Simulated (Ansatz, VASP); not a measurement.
# La: VASP beside Ansatz

INCAR

```
SYSTEM = La
  PREC = Accurate
  ENCUT = 600
  EDIFF = 1E-6
  ISMEAR = -1
  SIGMA = 0.05
  LREAL = .False.
  LASPH = .True.
  NELM = 100
  ALGO = Normal
  ISIF = 3
  LWAVE = .False.
  LCHARG = .False.
  GGA = PS
  IVDW = 13
  IBRION = 2
  NSW = 60
  EDIFFG = -0.01
```

The input KPOINTS:

```
regular mesh
0
Gamma
  8 8 5
  0 0 0
```

The input POSCAR:

```
La
1.0
    3.7500000000      0.0000000000      0.0000000000
   -1.8750000000      3.2475952642      0.0000000000
    0.0000000000      0.0000000000      6.0700000000
La
2
Direct
    0.6666666667      0.3333333333      0.7500000000
    0.3333333333      0.6666666667      0.2500000000
```

Contents of input.yaml:

```yaml
crystal:
  lattice:
    - [3.75, 0.0, 0.0]
    - [-1.875, 3.2475952642, 0.0]
    - [0.0, 0.0, 6.07]
  atoms:
    - { symbol: La, position: [0.6666666667, 0.3333333333, 0.75] }
    - { symbol: La, position: [0.3333333333, 0.6666666667, 0.25] }
hamiltonian:
  xc: pbesol
  pseudopotentials: { kind: paw }
  dispersion: d4
kpoints:
  mp_grid: { grid: [8, 8, 5] }
scf:
  occupations: { method: fermi_dirac, width: 0.05 }
output:
  forces: true
  stress: true
  eigenvalues: true
relax:
  f_tol: 0.01
  max_steps: 40
  cell: { stress_tol: 0.05 }
```

Alike in both runs: task relaxation of cell and atoms; functional PBEsol; dispersion D4; k mesh 8 × 8 × 5; occupations fermi-dirac, width 0.05 eV; no spin polarisation.

|  | VASP | Ansatz |
| --- | --- | --- |
| version | VASP 6.6.1 | Ansatz 0.2.0 |
| potentials or method | VASP PAW PBE potentials, release 64 (La) | Ansatz PAW |
| plane-wave cutoff (eV) | 600 | 420 |
| valence electrons in the cell | 22 | 22 |

Ansatz gave:

| Property | Result |
| --- | --- |
| gap on the k mesh at the Fermi level, each at its own relaxed structure (eV) | none |
| relaxed volume (Å³/atom) | 33.45 |
| relaxed cell length with the largest relative difference (Å) | 3.618 |

**Question.** Which values does VASP return?

**Answer.** gap on the k mesh at the Fermi level, each at its own relaxed structure (eV): none; relaxed volume (Å³/atom): 33.57; relaxed cell length with the largest relative difference (Å): 3.623.

VASP's potentials were made for PBE, not for PBEsol. A gap of «none» marks a metal or a gap that the smearing closes.

Neither program's run includes spin-orbit coupling. Noted on Ansatz's run: the plane-wave basis is chosen anew once the cell has moved, so the energies of steps on either side of that aren't comparable.
